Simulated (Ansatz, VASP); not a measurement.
**Pt in VASP and in Ansatz**

```
Pt
1.0
     2.74214    0.00000    0.00000
    -1.37107    2.37476    0.00000
     0.00000    0.00000    4.75997
Pt
2
Direct
  0.66667 0.33333 0.75000
  0.33333 0.66667 0.25000
```

Alike in both runs: task single point; functional r2SCAN; k mesh 12 × 12 × 6; occupations fermi-dirac, width 0.1 eV; no spin polarisation.

|  | VASP | Ansatz |
| --- | --- | --- |
| version | VASP 6.6.1 | Ansatz 0.2.0 |
| potentials or method | VASP PAW PBE potentials, release 64 (Pt), cutoff 520 eV | plane waves, PAW |
| valence electrons in the cell | 20 | 36 |

Ansatz gave:

| Quantity | Value |
| --- | --- |
| pressure (GPa) | -1.2 |
| traceless stress, the component that is largest in VASP (GPa) | -0.04 |

Question: Which values does VASP return?

Answer: Pressure (GPa): -0.5; traceless stress, the component that is largest in VASP (GPa): -0.25.

VASP's potentials were made for PBE, not for r2SCAN. VASP's potentials hold 20 valence electrons a cell and Ansatz's 36, so a difference there can come from the potentials and not from the codes.

Neither program's run includes spin-orbit coupling.
